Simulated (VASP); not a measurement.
Here is a VASP 6.6.1 calculation.

The input INCAR:

```
  ALGO = Normal
  EDIFF = 1E-6
  EDIFFG = -0.04
  ENCUT = 600
  GGA = PE
  IBRION = 2
  ISIF = 3
  ISMEAR = 0
  LASPH = T
  LCHARG = F
  LREAL = F
  LWAVE = F
  NELM = 80
  NSW = 90
  PREC = Accurate
  SIGMA = 0.1
```

The input KPOINTS:

```
k-points
0
Gamma
  4 4 4
```

File POSCAR:

```
GaN
1.0
    5.2153367800      0.0000000000      0.0000000000
    0.0000000000      5.2153367800      0.0000000000
    0.0000000000      0.0000000000      5.2153367800
Ga N
6 6
Direct
    0.5000000000      0.0000000000      0.7500000000
    0.7500000000      0.5000000000      0.0000000000
    0.0000000000      0.7500000000      0.5000000000
    0.5000000000      0.0000000000      0.2500000000
    0.2500000000      0.5000000000      0.0000000000
    0.0000000000      0.2500000000      0.5000000000
    0.0000000000      0.5000000000      0.7500000000
    0.7500000000      0.0000000000      0.5000000000
    0.5000000000      0.7500000000      0.0000000000
    0.0000000000      0.5000000000      0.2500000000
    0.2500000000      0.0000000000      0.5000000000
    0.5000000000      0.2500000000      0.0000000000
```

Potentials or basis: VASP PAW PBE potentials, release 64 (Ga_d, N).

Launch:

```sh
$ cat potpaw_PBE.64/Ga_d/POTCAR potpaw_PBE.64/N/POTCAR > POTCAR
$ mpirun -np 1 vasp_std > vasp.out
```

Q: What does it give for the relaxed cell?

A: a = 5.577 Å, b = 5.577 Å, c = 5.577 Å, α = 90.00°, β = 90.00°, γ = 90.00°.

Q: Predict the band gap on the k mesh.

A: 1.49 eV.

The path:
| step | energy change (eV) | largest force (eV/Å) | pressure (GPa) | volume (Å³) |
| --- | --- | --- | --- | --- |
| 1 | 0.0000 | 0.0000 | 41.25 | 141.86 |
| 2 | -0.5936 | 0.0000 | -18.18 | 213.97 |
| 3 | -3.3822 | 0.0000 | -0.81 | 174.23 |
| 4 | -3.3850 | 0.0000 | -0.27 | 173.42 |

Caveat: the volume moved by over 15 % at a fixed basis, so the end points are rough.
